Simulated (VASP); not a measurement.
# AlNi (P4mm) in VASP: further runs

Runs on AlNi. Level: PBE. Tasks: single point.

Program: VASP 6.6.1. These are calculated values, not measurements. Logs are shortened: lines on timing, memory, paths and dates and some standing lists are left out, and cuts for length are marked.

### Step 1. The cell of the first run

The structure is tetragonal, space group P4mm (No. 99). The conventional cell has a = 2.893 Å, b = 2.893 Å, c = 2.893 Å, α = 90.00°, β = 90.00°, γ = 90.00°. Al (site symmetry 4mm) has 8 Ni at 2.49 to 2.52 Å and 6 Al at 2.89 Å within 3.3 Å. Within 3.3 Å of Ni (site symmetry 4mm) lie 8 Al at 2.49 to 2.52 Å and 6 Ni at 2.89 Å.

### Step 2. Single point, PBE (atoms displaced along a vibrational mode)

Contents of INCAR:

```
SYSTEM = AlNi
ALGO = Fast
EDIFF = 1E-6
ENCUT = 520
GGA = PE
ISIF = 2
ISMEAR = 0
LASPH = .True.
LCHARG = .False.
LREAL = .False.
LWAVE = .False.
NBANDS = 14
NELM = 60
PREC = Accurate
SIGMA = 0.15
```

Contents of KPOINTS:

```
k-points
0
Gamma
  16 16 16
  0 0 0
```

Contents of POSCAR:

```
AlNi
1.0
    2.8927237805      0.0000000000      0.0000000000
    0.0000000000      2.8927237805      0.0000000000
    0.0000000000      0.0000000000      2.8927237805
Al Ni
1 1
Direct
   -0.0069138990      0.0000000000      0.0000000000
    0.5031783409      0.5000000000      0.5000000000
```

Potentials or basis: VASP PAW PBE potentials, release 64 (Al, Ni).

Launch:

```sh
cat potpaw_PBE.64/Al/POTCAR potpaw_PBE.64/Ni/POTCAR > POTCAR
mpirun -np 1 vasp_std > vasp.out
```

OUTCAR:

```text
SYSTEM = AlNi
   EDIFF = 1E-6
   ENCUT = 520
   GGA = PE
   ISIF = 2
   ISMEAR = 0
   LASPH = .True.
   LREAL = .False.
   NELM = 60
   PREC = Accurate

 ion  position               nearest neighbor table
   1  0.993  0.000  0.000-   2 2.49   2 2.49   2 2.49   2 2.49   2 2.52   2 2.52   2 2.52   2 2.52

   2  0.503  0.500  0.500-   1 2.49   1 2.49   1 2.49   1 2.49   1 2.52   1 2.52   1 2.52   1 2.52

  LATTYP: Found a simple cubic cell.
 ALAT       =     2.8927237805

  Lattice vectors:

 A1 = (   2.8927237805,   0.0000000000,   0.0000000000)
 A2 = (   0.0000000000,   2.8927237805,   0.0000000000)
 A3 = (   0.0000000000,   0.0000000000,   2.8927237805)

Analysis of symmetry for initial positions (statically):
=====================================================================
 Subroutine PRICEL returns:
 Original cell was already a primitive cell.

 Routine SETGRP: Setting up the symmetry group for a
 simple cubic supercell.

 Subroutine GETGRP returns: Found  8 space group operations
 (whereof  8 operations were pure point group operations)
 out of a pool of 48 trial point group operations.

The static configuration has the point symmetry C_4v.

Analysis of symmetry for dynamics (positions and initial velocities):
=====================================================================
 Subroutine PRICEL returns:
 Original cell was already a primitive cell.

 Routine SETGRP: Setting up the symmetry group for a
 simple cubic supercell.

 Subroutine GETGRP returns: Found  8 space group operations
 (whereof  8 operations were pure point group operations)
 out of a pool of 48 trial point group operations.

The dynamic configuration has the point symmetry C_4v.

 Subroutine INISYM returns: Found  8 space group operations
 (whereof  8 operations are pure point group operations),
 and found     1 'primitive' translations

----------------------------------------------------------------------------------------

                                     Primitive cell

  volume of cell :      24.2059

  direct lattice vectors                    reciprocal lattice vectors
     2.892723780  0.000000000  0.000000000     0.345694949  0.000000000  0.000000000
     0.000000000  2.892723780  0.000000000     0.000000000  0.345694949  0.000000000
     0.000000000  0.000000000  2.892723780     0.000000000  0.000000000  0.345694949

  length of vectors
     2.892723780  2.892723780  2.892723780     0.345694949  0.345694949  0.345694949

  position of ions in fractional coordinates (direct lattice)
     0.993086101  0.000000000  0.000000000
     0.503178341  0.500000000  0.500000000

  ion indices of the primitive-cell ions
   primitive index   ion index
                 1           1
                 2           2

----------------------------------------------------------------------------------------

 KPOINTS: k-points

Automatic generation of k-mesh.
 Grid dimensions read from file:
 generate k-points for:   16   16   16

 Generating k-lattice:

  Cartesian coordinates                     Fractional coordinates (reciprocal lattice)
     0.021605934  0.000000000  0.000000000     0.062500000  0.000000000  0.000000000
     0.000000000  0.021605934  0.000000000     0.000000000  0.062500000  0.000000000
     0.000000000  0.000000000  0.021605934     0.000000000  0.000000000  0.062500000

  Length of vectors
     0.021605934  0.021605934  0.021605934

  Shift w.r.t. Gamma in fractional coordinates (k-lattice)
     0.000000000  0.000000000  0.000000000

 Subroutine IBZKPT returns following result:
 ===========================================

 Found    405 irreducible k-points:

 Following reciprocal coordinates:
            Coordinates               Weight
  0.000000  0.000000  0.000000      1.000000
  0.062500  0.000000  0.000000      2.000000
  0.000000  0.062500  0.000000      4.000000
  0.125000  0.000000  0.000000      2.000000
  0.000000  0.125000  0.000000      4.000000
  0.187500  0.000000  0.000000      2.000000
[... 16 lines left out ...]
  0.187500  0.062500  0.000000      8.000000
  0.000000  0.187500  0.062500      8.000000
 [... further k-points ...]
   k-points           NKPTS =    405   k-points in BZ     NKDIM =    405   number of bands    NBANDS=     14
   number of dos      NEDOS =    301   number of ions     NIONS =      2
   total plane-waves  NPLWV =  13824
   dimension x,y,z NGX =    24 NGY =   24 NGZ =   24
   dimension x,y,z NGXF=    48 NGYF=   48 NGZF=   48
   ions per type =               1   1
   NGX,Y,Z   is equivalent  to a cutoff of  13.79, 13.79, 13.79 a.u.
   NGXF,Y,Z  is equivalent  to a cutoff of  27.59, 27.59, 27.59 a.u.
 SYSTEM =  AlNi
   PREC   = accura    normal or accurate (medium, high low for compatibility)
   ISTART =      0    job   : 0-new  1-cont  2-samecut
   ICHARG =      2    charge: 1-file 2-atom 10-const
   ISPIN  =      1    spin polarized calculation?
   LNONCOLLINEAR =      F non collinear calculations
   LSORBIT =      F    spin-orbit coupling
   LASPH  =      T    aspherical Exc in radial PAW
   ENCUT  =  520.0 eV  38.22 Ry    6.18 a.u.   5.38  5.38  5.38*2*pi/ulx,y,z
   NELM   =     60;   NELMIN=  2; NELMDL= -5     # of ELM steps
   EDIFF  = 0.1E-05   stopping-criterion for ELM
   LREAL  =      F    real-space projection
   EDIFFG = 0.1E-04   stopping-criterion for IOM
   NSW    =      0    number of steps for IOM
   IBRION =     -1    ionic relax: 0-MD 1-quasi-New 2-CG
   NFREE  =      0    steps in history (QN), initial steepest desc. (CG)
   ISIF   =      2    stress and relaxation
   ISYM   =      2    0-nonsym 1-usesym 2-fastsym
   POTIM  = 0.5000    time-step for ionic-motion
   TEBEG  =    0.0;   TEEND  =   0.0 temperature during run
   PSTRESS=    0.0 pullay stress
   NELECT =      13.0000    total number of electrons
   NUPDOWN=      -1.0000    fix difference up-down
   EMIN   =  10.00;   EMAX   =-10.00  energy-range for DOS
   EFERMI =   0.00;   METHOD = LEGACY
   ISMEAR =     0;   SIGMA  =   0.15  broadening in eV -4-tet -1-fermi 0-gaus
   EFERMI_NEDOS =   21; number of points for ismear=-14 and -15
   IALGO  =     68    algorithm
   IMIX   =      4    mixing-type and parameters
     AMIX     =   0.40;   BMIX     =  1.00
     AMIX_MAG =   1.60;   BMIX_MAG =  1.00
  volume/ion in A,a.u.               =      12.10        81.67
  Fermi-wavevector in a.u.,A,eV,Ry     =   1.330707  2.514671 24.092926  1.770780
  Thomas-Fermi vector in A             =   2.459773
   LORBIT       =      0    0 simple, 1 ext, 2 COOP (PROOUT), +10 PAW based schemes
   GGA     = PE    functional components
   LHFCALC =     F    Hartree Fock is set to
   AEXX    =    0.0000 exact exchange contribution
   IVDW    =     0    specifies the selected vdW correction
   LEPSILON=     F    determine dielectric tensor
   LRPA    =     F    only Hartree local field effects (RPA)
 non-spin polarized calculation
 RMM-DIIS sequential band-by-band and
 Gauss-broadening in eV      SIGMA  =   0.15
  energy-cutoff  :      520.00
  volume of cell :       24.21
 maximum number of plane-waves:       672
 NGX is ok and might be reduce to    24
   NGX = 11   NGY = 11   NGZ = 11

 number of electron      13.0000012 magnetization

 Free energy of the ion-electron system (eV)
  ---------------------------------------------------
  ext. energy  EPLUGINS =         0.00000000
  ---------------------------------------------------
  free energy    TOTEN  =       -10.54124144 eV

  energy without entropy =      -10.53244287  energy(sigma->0) =      -10.53684216

 E-fermi :   9.8694     XC(G=0): -11.9895

 val. band max:        9.8691413241   @ k =   0.3750   0.3125   0.1250
 cond. band min:       9.8754940811   @ k =   0.1875   0.3750   0.1875
 fundamental gap:      0.0063527570
 Fermi energy:         9.8693534130

 k-point     1 :       0.0000    0.0000    0.0000
  band No.  band energies     occupation
      1      -1.1832      2.00000
      2       6.6985      2.00000
      3       6.6994      2.00000
      4       8.3508      2.00000
      5       8.3516      2.00000
      6       8.3516      2.00000
      7      15.3142      0.00000
      8      15.3142      0.00000
      9      15.3149      0.00000
     10      17.9526      0.00000
     11      17.9529      0.00000
     12      23.3849      0.00000
     13      30.6429      0.00000
     14      30.6501      0.00000

 k-point     2 :       0.0625    0.0000    0.0000
  band No.  band energies     occupation
      1      -1.1119      2.00000
      2       6.6941      2.00000
      3       6.7152      2.00000
      4       8.3206      2.00000
      5       8.3206      2.00000
      6       8.3540      2.00000
      7      14.5305      0.00000
      8      15.4087      0.00000
      9      15.4087      0.00000
     10      17.9576      0.00000
     11      18.6633      0.00000
     12      23.6373      0.00000
     13      29.7804      0.00000
     14      29.7838      0.00000

 k-point     3 :       0.0000    0.0625    0.0000
  band No.  band energies     occupation
      1      -1.1119      2.00000
      2       6.6935      2.00000
      3       6.7158      2.00000
      4       8.3197      2.00000
      5       8.3206      2.00000
      6       8.3549      2.00000
      7      14.5292      0.00000
      8      15.4087      0.00000
      9      15.4105      0.00000
     10      17.9578      0.00000
     11      18.6622      0.00000
     12      23.6376      0.00000
     13      29.7814      0.00000
     14      29.7850      0.00000

 k-point     4 :       0.1250    0.0000    0.0000
  band No.  band energies     occupation
      1      -0.8986      2.00000
      2       6.6644      2.00000
      3       6.7631      2.00000
      4       8.2350      2.00000
      5       8.2350      2.00000
      6       8.3633      2.00000
      7      13.1569      0.00000
      8      15.6852      0.00000
      9      15.6852      0.00000
     10      17.9726      0.00000
     11      19.7761      0.00000
     12      24.4422      0.00000
     13      28.2886      0.00000
     14      28.2886      0.00000

 k-point     5 :       0.0000    0.1250    0.0000
  band No.  band energies     occupation
      1      -0.8985      2.00000
      2       6.6638      2.00000
      3       6.7637      2.00000
      4       8.2341      2.00000
      5       8.2350      2.00000
      6       8.3642      2.00000
      7      13.1560      0.00000
      8      15.6854      0.00000
      9      15.6871      0.00000
     10      17.9727      0.00000
     11      19.7738      0.00000
[... 276 lines left out ...]
 k-point    22 :       0.0625    0.0000    0.1250
  band No.  band energies     occupation
      1      -0.8278      2.00000
      2       6.6798      2.00000
      3       6.7643      2.00000
      4       8.1984      2.00000
      5       8.2360      2.00000
      6       8.3362      2.00000
      7      13.2130      0.00000
      8      14.9074      0.00000
      9      15.7779      0.00000
     10      18.4684      0.00000
     11      20.0944      0.00000
     12      24.6198      0.00000
     13      27.3754      0.00000
     14      28.3301      0.00000

 k-point    23 :       0.1875    0.0625    0.0000
  band No.  band energies     occupation
      1      -0.4757      2.00000
      2       6.5851      2.00000
      3       6.8367      2.00000
      4       8.0727      2.00000
      5       8.1166      2.00000
      6       8.3494      2.00000
      7      11.8677      0.00000
      8      15.2866      0.00000
      9      16.2170      0.00000
     10      18.5471      0.00000
     11      21.0590      0.00000
     12      25.8271      0.00000
     13      25.9713      0.00000
     14      26.8011      0.00000

 k-point    24 :       0.0000    0.1875    0.0625
  band No.  band energies     occupation
      1      -0.4756      2.00000
      2       6.5846      2.00000
      3       6.8373      2.00000
      4       8.0717      2.00000
      5       8.1166      2.00000
      6       8.3503      2.00000
      7      11.8671      0.00000
      8      15.2854      0.00000
      9      16.2207      0.00000
     10      18.5460      0.00000
     11      21.0563      0.00000
     12      25.8547      0.00000
     13      25.9409      0.00000
     14      26.8104      0.00000

 [... further k-points ...]

------------------------ aborting loop because EDIFF is reached ----------------------------------------

  FORCE on cell =-STRESS in cart. coord.  units (eV):
  Direction    XX          YY          ZZ          XY          YZ          ZX
  --------------------------------------------------------------------------------------
  -------------------------------------------------------------------------------------
  Total       -0.0178699     -0.0118863     -0.0118863      0.0000000     -0.0000000     -0.0000000
  in kB       -1.1827994     -0.7867492     -0.7867492      0.0000000     -0.0000000     -0.0000000
  external PRESSURE =      -0.9187659 kB  Pullay stress =       0.0000000 kB

 VOLUME and BASIS-vectors are now :
 -----------------------------------------------------------------------------
  energy-cutoff  :      520.00
  volume of cell :       24.21
      direct lattice vectors                 reciprocal lattice vectors
     2.892723780  0.000000000  0.000000000     0.345694949  0.000000000  0.000000000
     0.000000000  2.892723780  0.000000000     0.000000000  0.345694949  0.000000000
     0.000000000  0.000000000  2.892723780     0.000000000  0.000000000  0.345694949

 POSITION                                       TOTAL-FORCE (eV/Angst)
 -----------------------------------------------------------------------------------
      2.87272      0.00000      0.00000         0.166516      0.000000     -0.000000
      1.45556      1.44636      1.44636        -0.166516     -0.000000      0.000000
 -----------------------------------------------------------------------------------
    total drift:                               -0.000227      0.000000      0.000006

  FREE ENERGIE OF THE ION-ELECTRON SYSTEM (eV)
  ---------------------------------------------------
  free  energy   TOTEN  =       -10.5412414432 eV

  energy  without entropy=      -10.5324428675  energy(sigma->0) =      -10.53684216
```

Run time: 1.8 min. Hardware: 1 thread of AMD EPYC 7R13 (Zen 3), shared host; peak memory 0.22 GiB.

Results:

* Free energy: -10.5412 eV
* Pressure: -0.1 GPa
* Largest force: 0.167 eV/Å
* Band gap on the k mesh: zero (an odd number of electrons rules out a gap without spin polarisation)

Forces on the atoms (eV/Å):
```
Al   0.167  0.000  0.000
Ni  -0.167  0.000  0.000
```

Caveat: the cell differs from its parent crystal (atoms displaced along a vibrational mode).

[end of part 1 of 2]
